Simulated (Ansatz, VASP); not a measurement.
One calculation of Ni, two programs

Contents of INCAR:

```
PREC     = Accurate       # precision mode
ENCUT    = 520            # plane-wave cutoff, eV
EDIFF    = 1E-6           # SCF threshold, eV
ISMEAR   = 1              # smearing method
SIGMA    = 0.1            # smearing width, eV
LREAL    = F              # projectors in reciprocal space
LASPH    = T              # aspherical terms in the spheres
NELM     = 150            # most SCF steps
ALGO     = Normal         # electronic algorithm
ISIF     = 2              # what is computed and relaxed
LWAVE    = F              # write WAVECAR
LCHARG   = F              # write CHGCAR
ISPIN    = 2              # spin polarisation
MAGMOM   = 0.607          # initial moments
LORBIT   = 11             # projections on sites
LMAXMIX  = 4              # l up to which the mixer works
NBANDS   = 15             # bands
```

Contents of KPOINTS:

```
regular mesh
0
Gamma
  16 16 16
```

The input POSCAR:

```
Ni
1.0
    0.0000000000      1.7124646296      1.7124646296
    1.7124646296      0.0000000000      1.7124646296
    1.7124646296      1.7124646296      0.0000000000
Ni
1
Direct
    0.0000000000      0.0000000000      0.0000000000
```

Input for Ansatz:

```yaml
crystal:
  lattice:
    - [0.0, 1.7124646296, 1.7124646296]
    - [1.7124646296, 0.0, 1.7124646296]
    - [1.7124646296, 1.7124646296, 0.0]
  atoms:
    - { symbol: Ni, position: [0.0, 0.0, 0.0], spin: 0.607 }
hamiltonian:
  xc: lda
  pseudopotentials:
    kind: paw
    azcp:
      Ni: "pseudopotentials/Ni.paw.azcp"
basis:
  ecutwfc: 420
  fft_grid_basis: typed
kpoints:
  mp_grid: { grid: [16, 16, 16], shift: [0, 0, 0] }
magnetization:
  spin_polarized: true
scf:
  occupations: { method: methfessel_paxton, width: 0.1 }
  lower_state_search: "off"
output:
  stress: true
```

Alike in both runs: task single point; functional LDA; k mesh 16 × 16 × 16; occupations methfessel-paxton of order 1, width 0.1 eV; collinear spin.

|  | VASP | Ansatz |
| --- | --- | --- |
| version | VASP 6.6.1 | Ansatz 0.2.0 |
| potentials or method | VASP PAW LDA potentials, release 64 (Ni), cutoff 520 eV | plane waves (420 eV) with PAW, scalar-relativistic |
| valence electrons in the cell | 10 | 18 |

Ansatz gave:

| Item | Value |
| --- | --- |
| pressure (GPa) | -0.6 |
| net moment per atom (μB) | 0.58 |
| size of the moment on the site where the two differ most (μB) | 0.60 |

Which values does VASP return?

Pressure (GPa): -0.7; net moment per atom (μB): 0.57; size of the moment on the site where the two differ most (μB): 0.57.

Ansatz warns that its potentials were made for another functional, while VASP's fit it. LDA's correlation is that of Perdew and Zunger in VASP and of Perdew and Wang (1992) in Ansatz. Site moments also hang on the region over which each program counts them. VASP's potentials hold 10 valence electrons a cell and Ansatz's 18, so a difference there can come from the potentials and not from the codes. Ansatz's warnings: stability check not made.
